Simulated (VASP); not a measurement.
# Al in VASP: further runs, part 2 of 2

VASP 6.6.1. Earlier steps stand in the parts before.

### 4 Single point, PBEsol

File INCAR:

```
SYSTEM = Al
PREC = Accurate
ENCUT = 520
EDIFF = 1E-6
ISMEAR = 0
SIGMA = 0.2
LREAL = .FALSE.
LASPH = .TRUE.
NELM = 100
ALGO = Normal
ISIF = 2
LWAVE = .FALSE.
LCHARG = .FALSE.
GGA = PS
NBANDS = 14
```

File KPOINTS:

```
Automatic mesh
0
G
  13 13 4
  0 0 0
```

File POSCAR:

```
Al
1.0
    2.8270770242      0.0000000000      0.0000000000
   -1.4135385121      2.4483205214      0.0000000000
    0.0000000000      0.0000000000      9.1859930700
Al
4
Direct
    0.6666666667      0.3333333333      0.7500000000
    0.0000000000      0.0000000000      0.4989113861
    0.3333333333      0.6666666667      0.2500000000
    0.0000000000      0.0000000000      0.0000000000
```

Potentials or basis: VASP PAW PBE potentials, release 64 (Al).

Run with:

```sh
cat potpaw_PBE.64/Al/POTCAR > POTCAR
mpirun -np 1 vasp_std > vasp.out
```

OUTCAR:

```text
SYSTEM = Al
   PREC = Accurate
   ENCUT = 520
   EDIFF = 1E-6
   ISMEAR = 0
   LREAL = .FALSE.
   LASPH = .TRUE.
   NELM = 100
   ISIF = 2
   GGA = PS

 ion  position               nearest neighbor table
   1  0.667  0.333  0.750-   4 2.82   4 2.82   4 2.82   2 2.83   2 2.83   2 2.83
   2  0.000  0.000  0.499-   3 2.81   3 2.81   3 2.81   1 2.83   1 2.83   1 2.83
   3  0.333  0.667  0.250-   2 2.81   2 2.81   2 2.81   4 2.82   4 2.82   4 2.82
   4  0.000  0.000  0.000-   1 2.82   3 2.82   3 2.82   1 2.82   1 2.82   3 2.82

  LATTYP: Found a hexagonal cell.
 ALAT       =     2.8270770242
 C/A-ratio  =     3.2492899880

  Lattice vectors:

 A1 = (   2.8270770242,   0.0000000000,   0.0000000000)
 A2 = (  -1.4135385121,   2.4483205214,   0.0000000000)
 A3 = (   0.0000000000,   0.0000000000,   9.1859930700)

Analysis of symmetry for initial positions (statically):
=====================================================================
 Subroutine PRICEL returns:
 Original cell was already a primitive cell.

 Routine SETGRP: Setting up the symmetry group for a
 hexagonal supercell.

 Subroutine GETGRP returns: Found  6 space group operations
 (whereof  6 operations were pure point group operations)
 out of a pool of 24 trial point group operations.

The static configuration has the point symmetry C_3v.

Analysis of symmetry for dynamics (positions and initial velocities):
=====================================================================
 Subroutine PRICEL returns:
 Original cell was already a primitive cell.

 Routine SETGRP: Setting up the symmetry group for a
 hexagonal supercell.

 Subroutine GETGRP returns: Found  6 space group operations
 (whereof  6 operations were pure point group operations)
 out of a pool of 24 trial point group operations.

The dynamic configuration has the point symmetry C_3v.

 Subroutine INISYM returns: Found  6 space group operations
[... 126 lines left out ...]
   GGA     = PS    functional components
   LHFCALC =     F    Hartree Fock is set to
   AEXX    =    0.0000 exact exchange contribution
   IVDW    =     0    specifies the selected vdW correction
   LEPSILON=     F    determine dielectric tensor
   LRPA    =     F    only Hartree local field effects (RPA)
 non-spin polarized calculation
 Gauss-broadening in eV      SIGMA  =   0.20
  energy-cutoff  :      520.00
  volume of cell :       63.58
 maximum number of plane-waves:      1732
 NGX is ok and might be reduce to    24
   NGX = 11   NGY = 11   NGZ = 35

 number of electron      12.0000000 magnetization

 Free energy of the ion-electron system (eV)
  ---------------------------------------------------
  ext. energy  EPLUGINS =         0.00000000
  ---------------------------------------------------
  free energy    TOTEN  =       -16.32447781 eV

  energy without entropy =      -16.29725251  energy(sigma->0) =      -16.31086516

 E-fermi :   8.3227     XC(G=0): -10.3944

 val. band max:        8.2899402899   @ k =   0.4615   0.0769   0.2500
 cond. band min:       8.3306771379   @ k =   0.3077   0.3077   0.2500
 fundamental gap:      0.0407368480
 Fermi energy:         8.3226769611

 k-point     1 :       0.0000    0.0000    0.0000
  band No.  band energies     occupation
      1      -3.0477      2.00000
      2      -1.3189      2.00000
      3      -1.2909      2.00000
      4       3.6298      2.00000
      5       3.9789      2.00000
      6      11.9438      0.00000
      7      11.9624      0.00000
      8      19.1998      0.00000
      9      19.1998      0.00000
     10      19.3601      0.00000
     11      19.3601      0.00000
     12      20.3186      0.00000
     13      20.3194      0.00000
     14      20.4976      0.00000
[... 377 lines left out ...]
      1      -2.7923      2.00000
      2      -1.9196      2.00000
      3      -0.1913      2.00000
      4       2.3580      2.00000
      5       5.7180      2.00000
      6       9.7853      0.00000
      7      14.4790      0.00000
      8      16.8767      0.00000
      9      17.5767      0.00000
     10      17.8786      0.00000
     11      18.6078      0.00000
     12      18.9439      0.00000
     13      19.1679      0.00000
     14      19.6957      0.00000

 [... further k-points ...]
[... 5 lines left out ...]
  --------------------------------------------------------------------------------------
  -------------------------------------------------------------------------------------
  Total        0.6186043      0.6186043      0.9183574     -0.0000000      0.0000000      0.0000000
  in kB       15.5880394     15.5880394     23.1414353     -0.0000000      0.0000000      0.0000000
  external PRESSURE =      18.1058381 kB  Pullay stress =       0.0000000 kB

 VOLUME and BASIS-vectors are now :
 -----------------------------------------------------------------------------
  energy-cutoff  :      520.00
  volume of cell :       63.58
      direct lattice vectors                 reciprocal lattice vectors
     2.827077024  0.000000000  0.000000000     0.353722234  0.204221627  0.000000000
    -1.413538512  2.448320521  0.000000000     0.000000000  0.408443254  0.000000000
     0.000000000  0.000000000  9.185993070     0.000000000  0.000000000  0.108861393

 POSITION                                       TOTAL-FORCE (eV/Angst)
 -----------------------------------------------------------------------------------
      1.41354      0.81611      6.88949         0.000000     -0.000000     -0.030143
      0.00000      0.00000      4.58300         0.000000     -0.000000      0.058641
     -0.00000      1.63221      2.29650        -0.000000      0.000000     -0.031000
      0.00000      0.00000      0.00000        -0.000000     -0.000000      0.002502
 -----------------------------------------------------------------------------------
    total drift:                               -0.000000      0.000000     -0.000001

  FREE ENERGIE OF THE ION-ELECTRON SYSTEM (eV)
  ---------------------------------------------------
  free  energy   TOTEN  =       -16.3244778114 eV

  energy  without entropy=      -16.2972525135  energy(sigma->0) =      -16.31086516
```

OSZICAR:

```text
N       E                     dE             d eps       ncg     rms          rms(c)
DAV:   1     0.493335746592E+01    0.49334E+01   -0.41394E+03  2156   0.658E+02
DAV:   2    -0.156923615708E+02   -0.20626E+02   -0.19070E+02  2766   0.900E+01
DAV:   3    -0.164377946556E+02   -0.74543E+00   -0.71955E+00  2952   0.134E+01
DAV:   4    -0.164441216670E+02   -0.63270E-02   -0.63256E-02  2526   0.141E+00
DAV:   5    -0.164441783294E+02   -0.56662E-04   -0.56662E-04  2876   0.153E-01    0.291E+00
DAV:   6    -0.163725172653E+02    0.71661E-01   -0.83673E-03  2522   0.455E-01    0.166E+00
DAV:   7    -0.163252052699E+02    0.47312E-01   -0.18803E-02  2396   0.662E-01    0.257E-01
DAV:   8    -0.163248277771E+02    0.37749E-03   -0.53169E-04  2872   0.125E-01    0.178E-01
DAV:   9    -0.163244812523E+02    0.34652E-03   -0.26233E-04  2488   0.738E-02    0.469E-02
DAV:  10    -0.163244782972E+02    0.29551E-05   -0.11113E-05  2842   0.189E-02    0.907E-03
DAV:  11    -0.163244778114E+02    0.48577E-06   -0.67954E-07  1624   0.484E-03
   1 F= -.16324478E+02 E0= -.16310865E+02  d E =-.272253E-01
```

stdout:

```text
POSCAR found type information on POSCAR Al
 POSCAR found :  1 types and       4 ions
 scaLAPACK will be used
 -----------------------------------------------------------------------------
|                                                                             |
|                                                                             |
|     You enforced a specific xc type in the INCAR file but a different       |
|     I HOPE YOU KNOW WHAT YOU ARE DOING!                                     |
|                                                                             |
 -----------------------------------------------------------------------------

 LDA part: xc-table for (Slater+PW92), standard interpolation
 POSCAR, INCAR and KPOINTS ok, starting setup
 FFT: planning ... GRIDC
 FFT: planning ... GRID_SOFT
 FFT: planning ... GRID
 WAVECAR not read
 entering main loop
```

It took 24 s on 1 thread of Intel Xeon Platinum 8488C (Sapphire Rapids), shared host; peak memory 0.21 GiB.

Results:

```yaml
Free_energy: -16.3245 eV
Pressure: 1.8 GPa
Largest_force: 0.059 eV/Å
Band_gap_on_the_k_mesh: zero (band 6 reaches 12.31 eV, above the bottom of band 7 at 6.93 eV)
```

Forces on the atoms (eV/Å):
```
Al   0.000  0.000 -0.030
Al   0.000  0.000  0.059
Al   0.000  0.000 -0.031
Al   0.000  0.000  0.003
```

Stress tensor (GPa, compression positive):
```
1.56 0.00 0.00
0.00 1.56 0.00
0.00 0.00 2.31
```

Caveat: the PAW data sets were made with another functional, which shifts forces and pressure a little.
